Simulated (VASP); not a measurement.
# MnSb (Fm-3m) in VASP: a series of runs

The runs below take MnSb through single point, with PBEsol, PBE.

Everything below comes from runs of VASP 6.6.1. Logs are shortened: lines on timing, memory, paths and dates and some standing lists are left out, and cuts for length are marked.

### Step 1. The cell of the first run

Symmetry: Fm-3m, No. 225, cubic system. Conventional cell: a = 5.549 Å, b = 5.549 Å, c = 5.549 Å, α = 90.00°, β = 90.00°, γ = 90.00°. Mn (site symmetry m-3m) has 6 Sb at 2.77 Å within 3.7 Å. Within 3.7 Å of Sb (site symmetry m-3m) lie 6 Mn at 2.77 Å.

### Step 2. Single point, PBEsol, collinear spin, ferromagnetic start

File INCAR:

```
SYSTEM = MnSb
PREC = Accurate
ENCUT = 500
EDIFF = 1E-6
ISMEAR = 0
SIGMA = 0.1
LREAL = .False.
LASPH = .True.
NELM = 200
ALGO = Normal
ISIF = 2
LWAVE = .False.
LCHARG = .False.
ISPIN = 2
MAGMOM = -0.03 0
LORBIT = 11
NUPDOWN = 0.0
LMAXMIX = 4
GGA = PS
NBANDS = 20
GGA_COMPAT = .False.
```

File KPOINTS:

```
regular mesh
0
Gamma
  4 4 4
  0 0 0
```

File POSCAR:

```
MnSb
1.0
    0.0000000000      2.7743670417      2.7743670417
    2.7743670417      0.0000000000      2.7743670417
    2.7743670417      2.7743670417      0.0000000000
Mn Sb
1 1
Direct
    0.0000000000      0.0000000000      0.0000000000
    0.5000000000      0.5000000000      0.5000000000
```

Potentials or basis: VASP PAW PBE potentials, release 64 (Mn_pv, Sb).

Run with:

```bash
> cat potpaw_PBE.64/Mn_pv/POTCAR potpaw_PBE.64/Sb/POTCAR > POTCAR
> mpirun -np 1 vasp_std > vasp.out
```

OUTCAR:

```text
SYSTEM = MnSb
   PREC = Accurate
   ENCUT = 500
   EDIFF = 1E-6
   ISMEAR = 0
   LREAL = .False.
   LASPH = .True.
   NELM = 200
   ISIF = 2
   ISPIN = 2
   LORBIT = 11
   NUPDOWN = 0.0
   GGA = PS

 ion  position               nearest neighbor table
   1  0.000  0.000  0.000-   2 2.77   2 2.77   2 2.77   2 2.77   2 2.77   2 2.77
   2  0.500  0.500  0.500-   1 2.77   1 2.77   1 2.77   1 2.77   1 2.77   1 2.77

  LATTYP: Found a face centered cubic cell.
 ALAT       =     5.5487340834

  Lattice vectors:

 A1 = (   0.0000000000,   2.7743670417,   2.7743670417)
 A2 = (   2.7743670417,   0.0000000000,   2.7743670417)
 A3 = (   2.7743670417,   2.7743670417,   0.0000000000)

Analysis of symmetry for initial positions (statically):
=====================================================================
 Subroutine PRICEL returns:
 Original cell was already a primitive cell.

 Routine SETGRP: Setting up the symmetry group for a
 face centered cubic supercell.

 Subroutine GETGRP returns: Found 48 space group operations
 (whereof 48 operations were pure point group operations)
 out of a pool of 48 trial point group operations.

The static configuration has the point symmetry O_h .

Analysis of symmetry for dynamics (positions and initial velocities):
=====================================================================
 Subroutine PRICEL returns:
 Original cell was already a primitive cell.

 Routine SETGRP: Setting up the symmetry group for a
 face centered cubic supercell.

 Subroutine GETGRP returns: Found 48 space group operations
 (whereof 48 operations were pure point group operations)
 out of a pool of 48 trial point group operations.

The dynamic configuration has the point symmetry O_h .

Analysis of structural, dynamic, and magnetic symmetry:
=====================================================================
 Subroutine PRICEL returns:
 Original cell was already a primitive cell.

 Routine SETGRP: Setting up the symmetry group for a
 face centered cubic supercell.

 Subroutine GETGRP returns: Found 48 space group operations
 (whereof 48 operations were pure point group operations)
 out of a pool of 48 trial point group operations.

The overall configuration has the point symmetry O_h .

 Subroutine INISYM returns: Found 48 space group operations
 (whereof 48 operations are pure point group operations),
 and found     1 'primitive' translations

----------------------------------------------------------------------------------------

                                     Primitive cell

  volume of cell :      42.7092

  direct lattice vectors                    reciprocal lattice vectors
     0.000000000  2.774367042  2.774367042    -0.180221287  0.180221287  0.180221287
     2.774367042  0.000000000  2.774367042     0.180221287 -0.180221287  0.180221287
     2.774367042  2.774367042  0.000000000     0.180221287  0.180221287 -0.180221287

  length of vectors
     3.923547497  3.923547497  3.923547497     0.312152426  0.312152426  0.312152426

  position of ions in fractional coordinates (direct lattice)
     0.000000000  0.000000000  0.000000000
     0.500000000  0.500000000  0.500000000

  ion indices of the primitive-cell ions
   primitive index   ion index
                 1           1
                 2           2

----------------------------------------------------------------------------------------

 KPOINTS: regular mesh

Automatic generation of k-mesh.
 Grid dimensions read from file:
 generate k-points for:    4    4    4

 Generating k-lattice:

  Cartesian coordinates                     Fractional coordinates (reciprocal lattice)
    -0.045055322  0.045055322  0.045055322     0.250000000  0.000000000  0.000000000
     0.045055322 -0.045055322  0.045055322     0.000000000  0.250000000  0.000000000
     0.045055322  0.045055322 -0.045055322     0.000000000  0.000000000  0.250000000

  Length of vectors
     0.078038107  0.078038107  0.078038107

  Shift w.r.t. Gamma in fractional coordinates (k-lattice)
     0.000000000  0.000000000  0.000000000

 Subroutine IBZKPT returns following result:
 ===========================================

 Found      8 irreducible k-points:

 Following reciprocal coordinates:
            Coordinates               Weight
  0.000000  0.000000  0.000000      1.000000
  0.250000  0.000000  0.000000      8.000000
  0.500000  0.000000  0.000000      4.000000
  0.250000  0.250000  0.000000      6.000000
  0.500000  0.250000  0.000000     24.000000
 -0.250000  0.250000  0.000000     12.000000
  0.500000  0.500000  0.000000      3.000000
 -0.250000  0.500000  0.250000      6.000000
   k-points           NKPTS =      8   k-points in BZ     NKDIM =      8   number of bands    NBANDS=     20
   number of dos      NEDOS =    301   number of ions     NIONS =      2
   total plane-waves  NPLWV =  27000
   dimension x,y,z NGX =    30 NGY =   30 NGZ =   30
   dimension x,y,z NGXF=    60 NGYF=   60 NGZF=   60
   ions per type =               1   1
   NGX,Y,Z   is equivalent  to a cutoff of  12.71, 12.71, 12.71 a.u.
   NGXF,Y,Z  is equivalent  to a cutoff of  25.42, 25.42, 25.42 a.u.
 SYSTEM =  MnSb
   PREC   = accura    normal or accurate (medium, high low for compatibility)
   ISTART =      0    job   : 0-new  1-cont  2-samecut
   ICHARG =      2    charge: 1-file 2-atom 10-const
   ISPIN  =      2    spin polarized calculation?
   LNONCOLLINEAR =      F non collinear calculations
   LSORBIT =      F    spin-orbit coupling
   LASPH  =      T    aspherical Exc in radial PAW
   ENCUT  =  500.0 eV  36.75 Ry    6.06 a.u.   7.15  7.15  7.15*2*pi/ulx,y,z
   NELM   =    200;   NELMIN=  2; NELMDL= -5     # of ELM steps
   EDIFF  = 0.1E-05   stopping-criterion for ELM
   LREAL  =      F    real-space projection
   EDIFFG = 0.1E-04   stopping-criterion for IOM
   NSW    =      0    number of steps for IOM
   IBRION =     -1    ionic relax: 0-MD 1-quasi-New 2-CG
   NFREE  =      0    steps in history (QN), initial steepest desc. (CG)
   ISIF   =      2    stress and relaxation
   ISYM   =      2    0-nonsym 1-usesym 2-fastsym
   POTIM  = 0.5000    time-step for ionic-motion
   TEBEG  =    0.0;   TEEND  =   0.0 temperature during run
   PSTRESS=    0.0 pullay stress
   NELECT =      18.0000    total number of electrons
   NUPDOWN=       0.0000    fix difference up-down
   EMIN   =  10.00;   EMAX   =-10.00  energy-range for DOS
   EFERMI =   0.00;   METHOD = LEGACY
   ISMEAR =     0;   SIGMA  =   0.10  broadening in eV -4-tet -1-fermi 0-gaus
   EFERMI_NEDOS =   21; number of points for ismear=-14 and -15
   IALGO  =     38    algorithm
   IMIX   =      4    mixing-type and parameters
     AMIX     =   0.40;   BMIX     =  1.00
     AMIX_MAG =   1.60;   BMIX_MAG =  1.00
  volume/ion in A,a.u.               =      21.35       144.11
  Fermi-wavevector in a.u.,A,eV,Ry     =   1.227416  2.319480 20.497855  1.506550
  Thomas-Fermi vector in A             =   2.362380
   LORBIT       =     11    0 simple, 1 ext, 2 COOP (PROOUT), +10 PAW based schemes
   GGA     = PS    functional components
   LHFCALC =     F    Hartree Fock is set to
   AEXX    =    0.0000 exact exchange contribution
   IVDW    =     0    specifies the selected vdW correction
   LEPSILON=     F    determine dielectric tensor
   LRPA    =     F    only Hartree local field effects (RPA)
 spin polarized calculation
 Gauss-broadening in eV      SIGMA  =   0.10
  energy-cutoff  :      500.00
  volume of cell :       42.71
 maximum number of plane-waves:      1106
 NGX is ok and might be reduce to    30
   NGX = 15   NGY = 15   NGZ = 15

 number of electron      17.9999994 magnetization       0.0003865

 number of electron      17.9999994 magnetization      -0.0000836

 Free energy of the ion-electron system (eV)
  ---------------------------------------------------
  ext. energy  EPLUGINS =         0.00000000
  ---------------------------------------------------
  free energy    TOTEN  =       -12.38455401 eV

  energy without entropy =      -12.33164820  energy(sigma->0) =      -12.35810111

 E-fermi :   7.2425     XC(G=0): -10.8460

 val. band max:        7.1531081305   @ k =   0.5000   0.2500   0.0000
 cond. band min:       7.2557781695   @ k =  -0.2500   0.5000   0.2500
 fundamental gap:      0.1026700390
 Fermi energy:         7.2424984802

 spin component 1

 k-point     1 :       0.0000    0.0000    0.0000
  band No.  band energies     occupation
      1     -40.1508      1.00000
      2     -40.1508      1.00000
      3     -40.1508      1.00000
      4      -4.0624      1.00000
      5       6.5440      1.00000
      6       6.5440      1.00000
[... 12 lines left out ...]
     19      17.7842      0.00000
     20      17.7842      0.00000
[... 139 lines left out ...]
 k-point     8 :      -0.2500    0.5000    0.2500
  band No.  band energies     occupation
      1     -40.1537      1.00000
      2     -40.1537      1.00000
      3     -40.1522      1.00000
      4      -1.3757      1.00000
      5       3.7931      1.00000
      6       3.7931      1.00000
[... 12 lines left out ...]
     19      22.3249      0.00000
     20      23.7272      0.00000
 Fermi energy:         7.2424641226

 spin component 2

 k-point     1 :       0.0000    0.0000    0.0000
  band No.  band energies     occupation
      1     -40.1509      1.00000
      2     -40.1509      1.00000
      3     -40.1509      1.00000
      4      -4.0624      1.00000
      5       6.5440      1.00000
      6       6.5440      1.00000
[... 12 lines left out ...]
     19      17.7842      0.00000
     20      17.7842      0.00000
[... 139 lines left out ...]
 k-point     8 :      -0.2500    0.5000    0.2500
  band No.  band energies     occupation
      1     -40.1538      1.00000
      2     -40.1538      1.00000
      3     -40.1523      1.00000
      4      -1.3757      1.00000
      5       3.7931      1.00000
      6       3.7931      1.00000
[... 12 lines left out ...]
     19      22.3249      0.00000
     20      23.7272      0.00000

------------------------ aborting loop because EDIFF is reached ----------------------------------------

  FORCE on cell =-STRESS in cart. coord.  units (eV):
  Direction    XX          YY          ZZ          XY          YZ          ZX
  --------------------------------------------------------------------------------------
  -------------------------------------------------------------------------------------
  Total       -4.4553404     -4.4553404     -4.4553404      0.0000000      0.0000000      0.0000000
  in kB     -167.1358939   -167.1358939   -167.1358939      0.0000000      0.0000000      0.0000000
  external PRESSURE =    -167.1358939 kB  Pullay stress =       0.0000000 kB

 VOLUME and BASIS-vectors are now :
 -----------------------------------------------------------------------------
  energy-cutoff  :      500.00
  volume of cell :       42.71
      direct lattice vectors                 reciprocal lattice vectors
     0.000000000  2.774367042  2.774367042    -0.180221287  0.180221287  0.180221287
     2.774367042  0.000000000  2.774367042     0.180221287 -0.180221287  0.180221287
     2.774367042  2.774367042  0.000000000     0.180221287  0.180221287 -0.180221287

 POSITION                                       TOTAL-FORCE (eV/Angst)
 -----------------------------------------------------------------------------------
      0.00000      0.00000      0.00000        -0.000000     -0.000000      0.000000
      2.77437      2.77437      2.77437         0.000000      0.000000     -0.000000
 -----------------------------------------------------------------------------------
    total drift:                               -0.000000      0.000000      0.000000

  FREE ENERGIE OF THE ION-ELECTRON SYSTEM (eV)
  ---------------------------------------------------
  free  energy   TOTEN  =       -12.3845540124 eV

  energy  without entropy=      -12.3316482029  energy(sigma->0) =      -12.35810111

 total charge

# of ion       s       p       d       tot
------------------------------------------
    1        0.234   6.151   5.193  11.578
    2        1.124   1.239   0.044   2.406
--------------------------------------------------
tot          1.358   7.390   5.236  13.985

 magnetization (x)

# of ion       s       p       d       tot
------------------------------------------
    1        0.000   0.000  -0.000   0.000
    2       -0.000   0.000   0.000   0.000
--------------------------------------------------
tot          0.000   0.000  -0.000   0.000
```

Run time: 23 s. Hardware: 1 thread of Intel Xeon Platinum 8259CL at 2.50GHz (Skylake/Cascade Lake), shared host; peak memory 0.18 GiB.

What came out:

| Item | Value |
| --- | --- |
| Free energy | -12.3846 eV |
| Pressure | -16.7 GPa |
| Net moment | 0.00 μB per cell |
| Valence electrons inside the program's atomic spheres | Mn 11.58; Sb 2.41 |

Caveat: the k points lie up to 0.49 Å⁻¹ apart; the PAW data sets were made with another functional, which shifts forces and pressure a little; spin-orbit coupling is left out, which moves the levels of the heavy elements; the total moment is fixed, so each spin has its own Fermi level.

[end of part 1 of 2]
